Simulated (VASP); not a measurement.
Write the native input for VASP 6.6.1 that does the following.

```yaml
Task: single point
Functional: PBEsol
Potentials_or_basis: VASP PAW PBE potentials, release 64 (Ti_sv, Co)
Cutoff: 520 eV
k_mesh: 18 × 18 × 18
Occupations: gaussian, width 0.1 eV
Spin: collinear spin, ferromagnetic start
Starting_moments: "[0.0, 0.75] μB"
Dipole_correction: no
Further_INCAR_settings: ALGO = Normal; EDIFF = 1e-06; NBANDS = 22
```

The structure of TiCo lies in POSCAR:

```
TiCo
1.0
    2.9385074037      0.0000000000      0.0000000000
    0.0000000000      2.9385074037      0.0000000000
    0.0000000000      0.0000000000      2.8797372557
Ti Co
1 1
Direct
    0.0000000000      0.0000000000      0.0000000000
    0.5000000000      0.5000000000      0.5000000000
```

This cell differs from its parent crystal: strain along c alone, the other axes held: -2.0 %.

One way to write it, as run:

INCAR

```
PREC = Accurate ; ENCUT = 520
EDIFF = 1E-6 ; ISMEAR = 0
SIGMA = 0.1 ; LREAL = False
LASPH = True ; NELM = 150
ALGO = Normal ; ISIF = 2
LWAVE = False ; LCHARG = False
ISPIN = 2 ; MAGMOM = 0 0.75
LORBIT = 11 ; LMAXMIX = 4
GGA = PS ; NBANDS = 22
```

KPOINTS

```
Automatic mesh
0
Gamma
  18 18 18
```

Potentials or basis: VASP PAW PBE potentials, release 64 (Ti_sv, Co).

The run is started by

```bash
$ cat potpaw_PBE.64/Ti_sv/POTCAR potpaw_PBE.64/Co/POTCAR > POTCAR
$ mpirun -np 1 vasp_std > vasp.out
```

It gave:

```yaml
Pressure: 3.3 GPa
Net_moment: 0.57 μB per cell
Site_moments: Ti +0.00; Co +0.58 μB
Valence_electrons_inside_the_program's_atomic_spheres: Ti 10.39; Co 8.41
```

Caveat: the cell differs from its parent crystal (strain along c alone, the other axes held: -2.0 %); the cell stands under pressure; the PAW data sets were made with another functional, which shifts forces and pressure a little.

Wall time 3.6 min on 1 thread of Intel(R) Xeon(R) 6975P-C (Granite Rapids) (shared host), peak memory 0.53 GiB.
